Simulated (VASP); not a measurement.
# C19O in VASP: further runs

C19O is run at these levels: PBE; tasks: single point.

Program: VASP 6.6.1. These are calculated values, not measurements. Logs are shortened: lines on timing, memory, paths and dates and some standing lists are left out, and cuts for length are marked.

## 1. The cell of the first run

The cell holds a slab with vacuum, 20 atoms: a = 7.398 Å, b = 7.398 Å, c = 13.000 Å, α = 90.00°, β = 90.00°, γ = 120.00°.

## 2. Single point, PBE

File INCAR:

```
SYSTEM = C19O
PREC = Accurate
ENCUT = 520
EDIFF = 1E-7
ISMEAR = 0
SIGMA = 0.05
LREAL = Auto
LASPH = .TRUE.
NELM = 100
ALGO = Normal
ISIF = 2
LWAVE = .FALSE.
LCHARG = .FALSE.
GGA = PE
NBANDS = 57
```

File KPOINTS:

```
Automatic mesh
0
G
  2 2 1
  0 0 0
```

File POSCAR:

```
C19O
1.0
    7.3980000000      0.0000000000      0.0000000000
   -3.6990000000      6.4068560000      0.0000000000
    0.0000000000      0.0000000000     13.0000000000
C O
19 1
Direct
    0.0002278313     -0.0020390657      0.0620689231
    0.2225283494      0.1090915732      0.0620066923
   -0.0009101600      0.3324978742      0.0620796923
    0.2236321548      0.4447682295      0.0620749231
    0.0014393023      0.6669605185      0.0620495385
    0.2213097609      0.7769236580      0.0619683846
    0.3324595485     -0.0007975831      0.0619233846
    0.5569412189      0.1114331273      0.0619863846
    0.3347810847      0.3336154270      0.0620625385
    0.5546206994      0.4435398579      0.0620693846
    0.3335610539      0.6646373822      0.0620268462
    0.5558502613      0.7757878435      0.0620736923
    0.6680920992      0.0003104487      0.0620523077
    0.8879420769      0.1102109990      0.0620826154
    0.6668645151      0.3312640396      0.0620500769
    0.8891567075      0.4424166861      0.0620766923
    0.6657568045      0.6658353177      0.0620983846
    0.8902900643      0.7781097312      0.0620874615
    0.3254463988      0.8320112080      0.3441290769
    0.2305125795      0.6850146156      0.3913410769
```

Potentials or basis: VASP PAW PBE potentials, release 64 (C, O).

Command:

```bash
cat potpaw_PBE.64/C/POTCAR potpaw_PBE.64/O/POTCAR > POTCAR
mpirun -np 1 vasp_std > vasp.out
```

OUTCAR:

```text
SYSTEM = C19O
   PREC = Accurate
   ENCUT = 520
   EDIFF = 1E-7
   ISMEAR = 0
   LREAL = Auto
   LASPH = .TRUE.
   NELM = 100
   ISIF = 2
   GGA = PE

 ion  position               nearest neighbor table
   1  0.000  0.998  0.062-  18 1.41   2 1.42  14 1.44
   2  0.223  0.109  0.062-   7 1.41   1 1.42   9 1.44
   3  0.999  0.332  0.062-  16 1.41  14 1.42   4 1.44
   4  0.224  0.445  0.062-  11 1.41   9 1.42   3 1.44
   5  0.001  0.667  0.062-   6 1.41  18 1.42  16 1.44
   6  0.221  0.777  0.062-   5 1.41   7 1.42  11 1.44
[... 10 lines left out ...]
  17  0.666  0.666  0.062-  12 1.41  10 1.42  18 1.44
  18  0.890  0.778  0.062-   1 1.41   5 1.42  17 1.44
  19  0.325  0.832  0.344-  20 1.14
  20  0.231  0.685  0.391-  19 1.14

  LATTYP: Found a hexagonal cell.
 ALAT       =     7.3980000000
 C/A-ratio  =     1.7572316842

  Lattice vectors:

 A1 = (   7.3980000000,   0.0000000000,   0.0000000000)
 A2 = (  -3.6990000000,   6.4068560000,   0.0000000000)
 A3 = (   0.0000000000,   0.0000000000,  13.0000000000)

Analysis of symmetry for initial positions (statically):
=====================================================================
 Subroutine PRICEL returns:
 Original cell was already a primitive cell.

 Routine SETGRP: Setting up the symmetry group for a
 hexagonal supercell.

 Subroutine GETGRP returns: Found  1 space group operations
 (whereof  1 operations were pure point group operations)
 out of a pool of 24 trial point group operations.

The static configuration has the point symmetry C_1 .

Analysis of symmetry for dynamics (positions and initial velocities):
=====================================================================
 Subroutine PRICEL returns:
 Original cell was already a primitive cell.

 Routine SETGRP: Setting up the symmetry group for a
 hexagonal supercell.

 Subroutine GETGRP returns: Found  1 space group operations
 (whereof  1 operations were pure point group operations)
 out of a pool of 24 trial point group operations.

The dynamic configuration has the point symmetry C_1 .

 Subroutine INISYM returns: Found  1 space group operations
 (whereof  1 operations are pure point group operations),
 and found     1 'primitive' translations

----------------------------------------------------------------------------------------

                                     Primitive cell

  volume of cell :     616.1730

  direct lattice vectors                    reciprocal lattice vectors
     7.398000000  0.000000000  0.000000000     0.135171668  0.078041398  0.000000000
    -3.699000000  6.406856000  0.000000000     0.000000000  0.156082796  0.000000000
     0.000000000  0.000000000 13.000000000     0.000000000  0.000000000  0.076923077

  length of vectors
     7.398000000  7.398000054 13.000000000     0.156082797  0.156082796  0.076923077

  position of ions in fractional coordinates (direct lattice)
     0.000227831  0.997960934  0.062068923
     0.222528349  0.109091573  0.062006692
     0.999089840  0.332497874  0.062079692
     0.223632155  0.444768229  0.062074923
     0.001439302  0.666960518  0.062049538
     0.221309761  0.776923658  0.061968385
[... 12 lines left out ...]
     0.325446399  0.832011208  0.344129077
     0.230512580  0.685014616  0.391341077

  ion indices of the primitive-cell ions
   primitive index   ion index
                 1           1
                 2           2
                 3           3
                 4           4
                 5           5
                 6           6
[... 12 lines left out ...]
                19          19
                20          20

----------------------------------------------------------------------------------------

 KPOINTS: Automatic mesh

Automatic generation of k-mesh.
 Grid dimensions read from file:
 generate k-points for:    2    2    1

 Generating k-lattice:

  Cartesian coordinates                     Fractional coordinates (reciprocal lattice)
     0.067585834  0.039020699  0.000000000     0.500000000 -0.000000000  0.000000000
     0.000000000  0.078041398  0.000000000     0.000000000  0.500000000  0.000000000
     0.000000000  0.000000000  0.076923077     0.000000000  0.000000000  1.000000000

  Length of vectors
     0.078041399  0.078041398  0.076923077

  Shift w.r.t. Gamma in fractional coordinates (k-lattice)
     0.000000000  0.000000000  0.000000000

 Subroutine IBZKPT returns following result:
 ===========================================

 Found      4 irreducible k-points:

 Following reciprocal coordinates:
            Coordinates               Weight
  0.000000  0.000000  0.000000      1.000000
  0.500000  0.000000  0.000000      1.000000
  0.000000  0.500000  0.000000      1.000000
  0.500000  0.500000  0.000000      1.000000
   k-points           NKPTS =      4   k-points in BZ     NKDIM =      4   number of bands    NBANDS=     57
   number of dos      NEDOS =    301   number of ions     NIONS =     20
   total plane-waves  NPLWV = 307328
   dimension x,y,z NGX =    56 NGY =   56 NGZ =   98
   dimension x,y,z NGXF=   112 NGYF=  112 NGZF=  196
   ions per type =              19   1
   NGX,Y,Z   is equivalent  to a cutoff of  12.58, 12.58, 12.53 a.u.
   NGXF,Y,Z  is equivalent  to a cutoff of  25.17, 25.17, 25.06 a.u.
 SYSTEM =  C19O
   PREC   = accura    normal or accurate (medium, high low for compatibility)
   ISTART =      0    job   : 0-new  1-cont  2-samecut
   ICHARG =      2    charge: 1-file 2-atom 10-const
   ISPIN  =      1    spin polarized calculation?
   LNONCOLLINEAR =      F non collinear calculations
   LSORBIT =      F    spin-orbit coupling
   LASPH  =      T    aspherical Exc in radial PAW
   ENCUT  =  520.0 eV  38.22 Ry    6.18 a.u.  13.76 13.76 24.17*2*pi/ulx,y,z
   NELM   =    100;   NELMIN=  2; NELMDL= -5     # of ELM steps
   EDIFF  = 0.1E-06   stopping-criterion for ELM
   LREAL  =      T    real-space projection
   EDIFFG = 0.1E-05   stopping-criterion for IOM
   NSW    =      0    number of steps for IOM
   IBRION =     -1    ionic relax: 0-MD 1-quasi-New 2-CG
   NFREE  =      0    steps in history (QN), initial steepest desc. (CG)
   ISIF   =      2    stress and relaxation
   ISYM   =      2    0-nonsym 1-usesym 2-fastsym
   POTIM  = 0.5000    time-step for ionic-motion
   TEBEG  =    0.0;   TEEND  =   0.0 temperature during run
   PSTRESS=    0.0 pullay stress
   NELECT =      82.0000    total number of electrons
   NUPDOWN=      -1.0000    fix difference up-down
   EMIN   =  10.00;   EMAX   =-10.00  energy-range for DOS
   EFERMI =   0.00;   METHOD = LEGACY
   ISMEAR =     0;   SIGMA  =   0.05  broadening in eV -4-tet -1-fermi 0-gaus
   EFERMI_NEDOS =   21; number of points for ismear=-14 and -15
   IALGO  =     38    algorithm
   IMIX   =      4    mixing-type and parameters
     AMIX     =   0.40;   BMIX     =  1.00
     AMIX_MAG =   1.60;   BMIX_MAG =  1.00
  volume/ion in A,a.u.               =      30.81       207.91
  Fermi-wavevector in a.u.,A,eV,Ry     =   0.835818  1.579468  9.504925  0.698592
  Thomas-Fermi vector in A             =   1.949440
   LORBIT       =      0    0 simple, 1 ext, 2 COOP (PROOUT), +10 PAW based schemes
   GGA     = PE    functional components
   LHFCALC =     F    Hartree Fock is set to
   AEXX    =    0.0000 exact exchange contribution
   IVDW    =     0    specifies the selected vdW correction
   LEPSILON=     F    determine dielectric tensor
   LRPA    =     F    only Hartree local field effects (RPA)
 non-spin polarized calculation
 Gauss-broadening in eV      SIGMA  =   0.05
  energy-cutoff  :      520.00
  volume of cell :      616.17
 maximum number of plane-waves:     16651
 NGX is ok and might be reduce to    56
   NGX = 27   NGY = 27   NGZ = 49

 number of electron      81.9999999 magnetization

 Free energy of the ion-electron system (eV)
  ---------------------------------------------------
  ext. energy  EPLUGINS =         0.00000000
  ---------------------------------------------------
  free energy    TOTEN  =      -180.41371224 eV

  energy without entropy =     -180.41346203  energy(sigma->0) =     -180.41358713

 E-fermi :  -1.6644     XC(G=0):  -3.9568

 val. band max:       -1.7718653063   @ k =   0.0000   0.0000   0.0000
 cond. band min:      -1.5571923413   @ k =   0.0000   0.0000   0.0000
 fundamental gap:      0.2146729651
 Fermi energy:        -1.6643584776

 k-point     1 :       0.0000    0.0000    0.0000
  band No.  band energies     occupation
      1     -26.8104      2.00000
      2     -21.1874      2.00000
      3     -18.6765      2.00000
      4     -18.6738      2.00000
      5     -18.6061      2.00000
      6     -18.6022      2.00000
[... 45 lines left out ...]
     52       3.2475      0.00000
     53       3.3354      0.00000

 k-point     2 :       0.5000    0.0000    0.0000
  band No.  band energies     occupation
      1     -26.8104      2.00000
      2     -20.5346      2.00000
      3     -20.5322      2.00000
      4     -19.2837      2.00000
      5     -19.1978      2.00000
      6     -16.7931      2.00000
[... 45 lines left out ...]
     52       3.4597      0.00000
     53       3.6910      0.00000

 k-point     3 :       0.0000    0.5000    0.0000
  band No.  band energies     occupation
      1     -26.8104      2.00000
      2     -20.5358      2.00000
      3     -20.5311      2.00000
      4     -19.2840      2.00000
      5     -19.1975      2.00000
      6     -16.7939      2.00000
[... 45 lines left out ...]
     52       3.3976      0.00000
     53       3.7170      0.00000

 k-point     4 :       0.5000    0.5000    0.0000
  band No.  band energies     occupation
      1     -26.8104      2.00000
      2     -20.5343      2.00000
      3     -20.5325      2.00000
      4     -19.2843      2.00000
      5     -19.1971      2.00000
      6     -16.7938      2.00000
[... 45 lines left out ...]
     52       3.4963      0.00000
     53       3.6698      0.00000
 [bands above 53 left out]

------------------------ aborting loop because EDIFF is reached ----------------------------------------

  FORCE on cell =-STRESS in cart. coord.  units (eV):
  Direction    XX          YY          ZZ          XY          YZ          ZX
  --------------------------------------------------------------------------------------
  -------------------------------------------------------------------------------------
  Total        1.5969650      2.2892983      0.1745994      0.1237019     -0.4775782     -0.0739909
  in kB        4.1524398      5.9526496      0.4539946      0.3216507     -1.2418022     -0.1923916
  external PRESSURE =       3.5196947 kB  Pullay stress =       0.0000000 kB

 VOLUME and BASIS-vectors are now :
 -----------------------------------------------------------------------------
  energy-cutoff  :      520.00
  volume of cell :      616.17
      direct lattice vectors                 reciprocal lattice vectors
     7.398000000  0.000000000  0.000000000     0.135171668  0.078041398  0.000000000
    -3.699000000  6.406856000  0.000000000     0.000000000  0.156082796  0.000000000
     0.000000000  0.000000000 13.000000000     0.000000000  0.000000000  0.076923077

 POSITION                                       TOTAL-FORCE (eV/Angst)
 -----------------------------------------------------------------------------------
     -3.68977      6.39379      0.80690        -0.000511      0.006053      0.001031
      1.24273      0.69893      0.80609        -0.009991      0.006312      0.000608
      6.16136      2.13027      0.80704         0.006194     -0.000634      0.001609
      0.00923      2.84957      0.80697         0.004087     -0.001240      0.003075
     -2.45644      4.27312      0.80664        -0.002136     -0.000366     -0.000602
     -1.23659      4.97764      0.80559         0.004950     -0.004655      0.001639
[... 12 lines left out ...]
     -0.66996      5.33058      4.47368         0.133956      0.777311     -0.509814
     -0.82854      4.38879      5.08743        -0.133650     -0.781221      0.506437
 -----------------------------------------------------------------------------------
    total drift:                                0.005270     -0.017171      0.021226

  FREE ENERGIE OF THE ION-ELECTRON SYSTEM (eV)
  ---------------------------------------------------
  free  energy   TOTEN  =      -180.4137122356 eV

  energy  without entropy=     -180.4134620297  energy(sigma->0) =     -180.41358713
```

Run time: 4.7 min. Hardware: 1 thread of AMD EPYC 9R45 (Zen 5), shared host; peak memory 0.59 GiB.

Results:

```
Free energy            : -180.4137 eV
Largest force          : 0.941 eV/Å
Band gap on the k mesh : 0.21 eV
```

Forces on the atoms (eV/Å):
```
C   -0.001  0.006  0.001
C   -0.010  0.006  0.001
C    0.006 -0.001  0.002
C    0.004 -0.001  0.003
C   -0.002  0.000 -0.001
C    0.005 -0.005  0.002
C    0.005 -0.007  0.001
C    0.004 -0.002  0.001
C   -0.008  0.003 -0.001
C    0.004 -0.003  0.000
C    0.002  0.003 -0.002
C   -0.002 -0.002  0.000
C   -0.004 -0.001  0.002
C    0.003  0.000 -0.002
C   -0.003  0.008 -0.004
C    0.000 -0.002  0.003
C   -0.002  0.003 -0.001
C    0.000 -0.003 -0.003
C    0.134  0.777 -0.510
O   -0.134 -0.781  0.506
```

Caveat: the k points lie up to 0.49 Å⁻¹ apart.

## 3. Single point, PBE

File INCAR:

```
SYSTEM = C19O
PREC = Accurate ; ENCUT = 520
EDIFF = 1E-7 ; ISMEAR = 0
SIGMA = 0.05 ; LREAL = Auto
LASPH = .TRUE. ; NELM = 100
ALGO = Normal ; ISIF = 2
LWAVE = .FALSE. ; LCHARG = .FALSE.
GGA = PE ; NBANDS = 57
```

KPOINTS is that of step 2.

File POSCAR:

```
C19O
1.0
    7.3980000000      0.0000000000      0.0000000000
   -3.6990000000      6.4068560000      0.0000000000
    0.0000000000      0.0000000000     13.0000000000
C O
19 1
Direct
    0.0005725617     -0.0017972934      0.0620856923
    0.2219874626      0.1089019326      0.0620740000
   -0.0011883864      0.3320300940      0.0620788462
    0.2237097887      0.4444833784      0.0620876923
    0.0010823235      0.6671130114      0.0620930000
    0.2214589916      0.7773343119      0.0620549231
    0.3321891834     -0.0012499110      0.0620487692
    0.5570378202      0.1111529586      0.0620225385
    0.3344305124      0.3337858694      0.0620856923
    0.5548016933      0.4439726755      0.0620906154
    0.3339072727      0.6648832126      0.0620836154
    0.5553301965      0.7755992955      0.0620709231
    0.6677472486      0.0004744917      0.0620211538
    0.8881011098      0.1106277400      0.0620573077
    0.6672257671      0.3315042511      0.0620588462
    0.8886331028      0.4422156515      0.0620793846
    0.6654950975      0.6653881405      0.0621012308
    0.8903909523      0.7778370546      0.0621040000
    0.4089422595      0.8319383173      0.3436329231
    0.3153141019      0.6853973306      0.3913767692
```

Potentials or basis: VASP PAW PBE potentials, release 64 (C, O).

Command:

```bash
cat potpaw_PBE.64/C/POTCAR potpaw_PBE.64/O/POTCAR > POTCAR
mpirun -np 1 vasp_std > vasp.out
```

It took 4.5 min on 1 thread of AMD EPYC 9R45 (Zen 5), shared host; peak memory 0.59 GiB.

The run converged. Its results:

- Free energy: -180.4148 eV
- Largest force: 0.911 eV/Å
- Band gap on the k mesh: 0.22 eV

Forces on the atoms (eV/Å):
```
C   -0.003  0.010  0.000
C   -0.006  0.007 -0.001
C    0.008  0.004  0.001
C    0.001 -0.001  0.002
C   -0.002 -0.003 -0.003
C    0.014 -0.003  0.006
C    0.008 -0.007 -0.001
C    0.002 -0.002  0.001
C   -0.007 -0.003  0.001
C    0.010 -0.006  0.001
C    0.002  0.005 -0.006
C   -0.009  0.004  0.000
C   -0.008 -0.009  0.002
C    0.008  0.000 -0.002
C   -0.012  0.010 -0.001
C   -0.004  0.001  0.004
C    0.005  0.002 -0.001
C   -0.009 -0.006 -0.003
C    0.123  0.753 -0.498
O   -0.122 -0.754  0.494
```

Levels at points of the mesh, in eV from the valence-band top:
```tsv
k point	band 37	band 38	band 39	band 40	band 41	band 42	band 43	band 44	band 45	band 46
(0.00, 0.00, 0.00)	-4.40	-2.93	-2.93	0.00	0.00	0.22	0.22	2.25	2.26	3.33
(0.50, 0.00, 0.00)	-2.57	-2.57	-2.52	-2.52	-2.25	1.78	2.21	2.26	2.59	2.60
(0.00, 0.50, 0.00)	-2.57	-2.57	-2.52	-2.52	-2.25	1.78	2.25	2.26	2.59	2.60
(0.50, 0.50, 0.00)	-2.58	-2.57	-2.52	-2.52	-2.25	1.78	2.21	2.25	2.60	2.60
```

Caveat: the k points lie up to 0.49 Å⁻¹ apart.
